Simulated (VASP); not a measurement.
# ZnS in VASP: a series of runs, part 2 of 2

VASP 6.6.1.

## Step 4: Electric field gradients, PBE (zz strain of +3 %)

Input file INCAR:

```
SYSTEM = ZnS
ALGO = Normal
EDIFF = 1E-8
ENCUT = 520
GGA = PE
ISIF = 2
ISMEAR = -1
LASPH = .True.
LCHARG = .False.
LEFG = .True.
LREAL = .False.
LWAVE = .False.
NBANDS = 16
NELM = 100
PREC = Accurate
SIGMA = 0.01
```

Input file KPOINTS:

```
k-points
0
Gamma
  8 8 8
  0 0 0
```

Input file POSCAR:

```
ZnS
1.0
    0.0000000000      2.7046500000      2.7857895000
    2.7046500000      0.0000000000      2.7857895000
    2.7046500000      2.7046500000      0.0000000000
Zn S
1 1
Direct
    0.0000000000      0.0000000000      0.0000000000
    0.7500000000      0.7500000000      0.7500000000
```

Potentials or basis: VASP PAW PBE potentials, release 64 (Zn, S).

Command:

```
> cat potpaw_PBE.64/Zn/POTCAR potpaw_PBE.64/S/POTCAR > POTCAR
> mpirun -np 1 vasp_std > vasp.out
```

OUTCAR:

```text
SYSTEM = ZnS
   EDIFF = 1E-8
   ENCUT = 520
   GGA = PE
   ISIF = 2
   ISMEAR = -1
   LASPH = .True.
   LREAL = .False.
   NELM = 100
   PREC = Accurate

 ion  position               nearest neighbor table
   1  0.000  0.000  0.000-   2 2.37   2 2.37   2 2.37   2 2.37
   2  0.750  0.750  0.750-   1 2.37   1 2.37   1 2.37   1 2.37

  LATTYP: Found a body centered tetragonal cell.
 ALAT       =     3.8249527115
 C/A-ratio  =     1.4566399692

  Lattice vectors:

 A1 = (  -2.7046500000,   0.0000000000,   2.7857895000)
 A2 = (   2.7046500000,   0.0000000000,   2.7857895000)
 A3 = (   0.0000000000,   2.7046500000,  -2.7857895000)

Analysis of symmetry for initial positions (statically):
=====================================================================
 Subroutine PRICEL returns:
 Original cell was already a primitive cell.

 Routine SETGRP: Setting up the symmetry group for a
 body centered tetragonal supercell.

 Subroutine GETGRP returns: Found  8 space group operations
 (whereof  8 operations were pure point group operations)
 out of a pool of 16 trial point group operations.

The static configuration has the point symmetry D_2d.

Analysis of symmetry for dynamics (positions and initial velocities):
=====================================================================
 Subroutine PRICEL returns:
 Original cell was already a primitive cell.

 Routine SETGRP: Setting up the symmetry group for a
 body centered tetragonal supercell.

 Subroutine GETGRP returns: Found  8 space group operations
 (whereof  8 operations were pure point group operations)
 out of a pool of 16 trial point group operations.

The dynamic configuration has the point symmetry D_2d.

 Subroutine INISYM returns: Found  8 space group operations
 (whereof  8 operations are pure point group operations),
 and found     1 'primitive' translations

----------------------------------------------------------------------------------------

                                     Primitive cell

  volume of cell :      40.7568

  direct lattice vectors                    reciprocal lattice vectors
     0.000000000  2.704650000  2.785789500    -0.184866803  0.184866803  0.179482333
     2.704650000  0.000000000  2.785789500     0.184866803 -0.184866803  0.179482333
     2.704650000  2.704650000  0.000000000     0.184866803  0.184866803 -0.179482333

  length of vectors
     3.882750927  3.882750927  3.824952711     0.317120447  0.317120447  0.317120447

  position of ions in fractional coordinates (direct lattice)
     0.000000000  0.000000000  0.000000000
     0.750000000  0.750000000  0.750000000

  ion indices of the primitive-cell ions
   primitive index   ion index
                 1           1
                 2           2

----------------------------------------------------------------------------------------

 KPOINTS: k-points

Automatic generation of k-mesh.
 Grid dimensions read from file:
 generate k-points for:    8    8    8

[... 65 lines left out ...]
   EDIFFG = 0.1E-06   stopping-criterion for IOM
   NSW    =      0    number of steps for IOM
   IBRION =     -1    ionic relax: 0-MD 1-quasi-New 2-CG
   NFREE  =      0    steps in history (QN), initial steepest desc. (CG)
   ISIF   =      2    stress and relaxation
   ISYM   =      2    0-nonsym 1-usesym 2-fastsym
   POTIM  = 0.5000    time-step for ionic-motion
   TEBEG  =    0.0;   TEEND  =   0.0 temperature during run
   PSTRESS=    0.0 pullay stress
   NELECT =      18.0000    total number of electrons
   NUPDOWN=      -1.0000    fix difference up-down
   EMIN   =  10.00;   EMAX   =-10.00  energy-range for DOS
   EFERMI =   0.00;   METHOD = LEGACY
   ISMEAR =    -1;   SIGMA  =   0.01  broadening in eV -4-tet -1-fermi 0-gaus
   EFERMI_NEDOS =   21; number of points for ismear=-14 and -15
   IALGO  =     38    algorithm
   IMIX   =      4    mixing-type and parameters
     AMIX     =   0.40;   BMIX     =  1.00
     AMIX_MAG =   1.60;   BMIX_MAG =  1.00
  volume/ion in A,a.u.               =      20.38       137.52
  Fermi-wavevector in a.u.,A,eV,Ry     =   1.246710  2.355941 21.147350  1.554286
  Thomas-Fermi vector in A             =   2.380875
   LORBIT       =      0    0 simple, 1 ext, 2 COOP (PROOUT), +10 PAW based schemes
   GGA     = PE    functional components
   LHFCALC =     F    Hartree Fock is set to
   AEXX    =    0.0000 exact exchange contribution
   IVDW    =     0    specifies the selected vdW correction
   LEPSILON=     F    determine dielectric tensor
   LRPA    =     F    only Hartree local field effects (RPA)
 non-spin polarized calculation
  energy-cutoff  :      520.00
  volume of cell :       40.76
 maximum number of plane-waves:      1108
 NGX is ok and might be reduce to    30
   NGX = 15   NGY = 15   NGZ = 15

 number of electron      18.0000000 magnetization

 Free energy of the ion-electron system (eV)
  ---------------------------------------------------
  ext. energy  EPLUGINS =         0.00000000
  ---------------------------------------------------
  free energy    TOTEN  =        -6.84867422 eV

  energy without entropy =       -6.84867422  energy(sigma->0) =       -6.84867422

 E-fermi :   2.0342     XC(G=0):  -9.4787

 val. band max:        1.8440141295   @ k =   0.0000   0.0000   0.0000
 cond. band min:       3.7785599639   @ k =   0.0000   0.0000   0.0000
 fundamental gap:      1.9345458344
 Fermi energy:         2.0342227366

 k-point     1 :       0.0000    0.0000    0.0000
  band No.  band energies     occupation
      1     -11.1080      2.00000
      2      -4.4168      2.00000
      3      -4.3992      2.00000
      4      -4.3992      2.00000
      5      -3.9495      2.00000
      6      -3.9426      2.00000
[... 433 lines left out ...]
      3      -4.2876      2.00000
      4      -4.2165      2.00000
      5      -3.9418      2.00000
      6      -3.9124      2.00000
[... 8 lines left out ...]
     15      14.3918      0.00000
     16      14.8613      0.00000

 [... further k-points ...]
[... 5 lines left out ...]
  --------------------------------------------------------------------------------------
  -------------------------------------------------------------------------------------
  Total       -0.0398424     -0.0398424     -0.3652712      0.0000000     -0.0000000      0.0000000
  in kB       -1.5662301     -1.5662301    -14.3590463      0.0000000     -0.0000000      0.0000000
  external PRESSURE =      -5.8305022 kB  Pullay stress =       0.0000000 kB

 VOLUME and BASIS-vectors are now :
 -----------------------------------------------------------------------------
  energy-cutoff  :      520.00
  volume of cell :       40.76
      direct lattice vectors                 reciprocal lattice vectors
     0.000000000  2.704650000  2.785789500    -0.184866803  0.184866803  0.179482333
     2.704650000  0.000000000  2.785789500     0.184866803 -0.184866803  0.179482333
     2.704650000  2.704650000  0.000000000     0.184866803  0.184866803 -0.179482333

 POSITION                                       TOTAL-FORCE (eV/Angst)
 -----------------------------------------------------------------------------------
      0.00000      0.00000      0.00000         0.000000      0.000000     -0.000000
      4.05697      4.05697      4.17868        -0.000000     -0.000000      0.000000
 -----------------------------------------------------------------------------------
    total drift:                               -0.000003     -0.000003     -0.000018

  FREE ENERGIE OF THE ION-ELECTRON SYSTEM (eV)
  ---------------------------------------------------
  free  energy   TOTEN  =        -6.8486742230 eV

  energy  without entropy=       -6.8486742230  energy(sigma->0) =       -6.84867422

 Electric field gradients (V/A^2)
---------------------------------------------------------------------
 ion       V_xx      V_yy      V_zz      V_xy      V_xz      V_yz
---------------------------------------------------------------------
   1       2.510     2.510    -5.019    -0.005     0.004     0.004
   2      -3.106    -3.106     6.212     0.001    -0.001    -0.001
---------------------------------------------------------------------

 Electric field gradients after diagonalization (V/A^2)
 (convention: |V_zz| > |V_xx| > |V_yy|)
----------------------------------------------------------------------
 ion       V_xx      V_yy      V_zz     asymmetry (V_yy - V_xx)/ V_zz
----------------------------------------------------------------------
   1       2.515     2.505    -5.019       0.002
   2      -3.106    -3.105     6.212       0.000
----------------------------------------------------------------------

           NMR quadrupolar parameters

 Cq : quadrupolar parameter    Cq=e*Q*V_zz/h
 eta: asymmetry parameters     (V_yy - V_xx)/ V_zz
 Q  : nuclear electric quadrupole moment in mb (millibarn)
----------------------------------------------------------------------
 ion       Cq(MHz)       eta       Q (mb)
----------------------------------------------------------------------
   1      -0.012       0.002       1.000
   2       0.015       0.000       1.000
----------------------------------------------------------------------
```

OSZICAR:

```text
N       E                     dE             d eps       ncg     rms          rms(c)
DAV:   1     0.886477053449E+02    0.88648E+02   -0.89394E+03  1888   0.133E+03
DAV:   2    -0.147048928653E+01   -0.90118E+02   -0.84452E+02  2232   0.259E+02
DAV:   3    -0.721592545705E+01   -0.57454E+01   -0.57249E+01  2288   0.639E+01
DAV:   4    -0.727600300720E+01   -0.60078E-01   -0.60065E-01  2392   0.676E+00
DAV:   5    -0.727673440320E+01   -0.73140E-03   -0.73138E-03  2368   0.709E-01    0.648E+00
DAV:   6    -0.686825411971E+01    0.40848E+00   -0.73810E-01  2864   0.295E+01    0.509E+00
DAV:   7    -0.684895708477E+01    0.19297E-01   -0.23838E-01  2216   0.434E+00    0.261E+00
DAV:   8    -0.684822842879E+01    0.72866E-03   -0.49004E-03  2488   0.770E-01    0.672E-01
DAV:   9    -0.684850571117E+01   -0.27728E-03   -0.11787E-03  2280   0.278E-01    0.104E-01
DAV:  10    -0.684868023925E+01   -0.17453E-03   -0.22178E-04  2344   0.146E-01    0.570E-02
DAV:  11    -0.684867325812E+01    0.69811E-05   -0.36475E-05  2176   0.940E-02    0.662E-03
DAV:  12    -0.684867424818E+01   -0.99006E-06   -0.43159E-06  2720   0.217E-02    0.471E-03
DAV:  13    -0.684867422660E+01    0.21578E-07   -0.85254E-07  2392   0.894E-03    0.235E-03
DAV:  14    -0.684867422298E+01    0.36262E-08   -0.80733E-08  2360   0.215E-03
   1 F= -.68486742E+01 E0= -.68486742E+01  d E =-.858225E-11
```

stdout:

```text
POSCAR found type information on POSCAR ZnS
 POSCAR found :  2 types and       2 ions
 scaLAPACK will be used
 LDA part: xc-table for (Slater+PW92), standard interpolation
 POSCAR, INCAR and KPOINTS ok, starting setup
 FFT: planning ... GRIDC
 FFT: planning ... GRID_SOFT
 FFT: planning ... GRID
 WAVECAR not read
 entering main loop
ion   1

ion   2
```

It took 21 s on 1 thread of Intel Xeon Platinum 8559C (Emerald Rapids), shared host; peak memory 0.17 GiB.

What came out:

| Quantity | Value |
| --- | --- |
| Free energy | -6.8487 eV |
| Pressure | -0.6 GPa |
| Band gap on the k mesh | 1.93 eV, direct |

Levels at points of the mesh, in eV from the valence-band top:
| k point | band 5 | band 6 | band 7 | band 8 | band 9 | band 10 | band 11 | band 12 | band 13 | band 14 |
| --- | --- | --- | --- | --- | --- | --- | --- | --- | --- | --- |
| (0.00, 0.00, 0.00) | -5.79 | -5.79 | -0.11 | 0.00 | 0.00 | 1.93 | 6.39 | 6.39 | 6.39 | 11.39 |
| (0.50, 0.00, 0.00) | -5.76 | -5.60 | -5.11 | -0.93 | -0.77 | 3.20 | 6.80 | 7.03 | 8.72 | 11.98 |
| (0.50, 0.50, 0.00) | -5.72 | -5.61 | -4.58 | -2.04 | -2.04 | 3.54 | 4.22 | 10.50 | 11.75 | 11.75 |
| (0.50, 0.00, 0.50) | -5.72 | -5.57 | -4.41 | -2.21 | -2.16 | 3.40 | 3.95 | 10.82 | 11.54 | 11.78 |

Electric field gradients, principal values (V/Å²):
```csv
atom,least,middle,greatest (by size)
1 Zn,2.505,2.515,-5.019
2 S,-3.105,-3.106,6.212
```

Caveat: the cell differs from its parent crystal (zz strain of +3 %); without QUAD_EFG the Cq values of the log hold for a quadrupole moment of 1 mb, not for the nuclei.

## Step 5: Overview

```tsv
task	cell	k mesh for the DOS	occupations for the DOS	gap on the mesh (eV)	pressure (GPa)
density of states	a = 3.825 Å, angles 60.0°, 2 atoms	12 × 12 × 12	tetrahedron	-	-
electric field gradients	a = 3.863, b = 3.863, c = 3.825 Å, angles 60.3, 60.3, 59.3°, 2 atoms	-	-	1.99	0.1
electric field gradients	a = 3.883, b = 3.883, c = 3.825 Å, angles 60.5, 60.5, 59.0°, 2 atoms	-	-	1.93	-0.6
```

Alike in all rows: level PBE; potentials or basis VASP PAW PBE potentials, release 64 (Zn, S); no spin polarisation; k mesh 8 × 8 × 8; cutoff (eV) 520; smearing fermi-dirac 0.01 eV.

Total energies depend on the potentials used, so only differences within one code and one set of settings carry meaning.
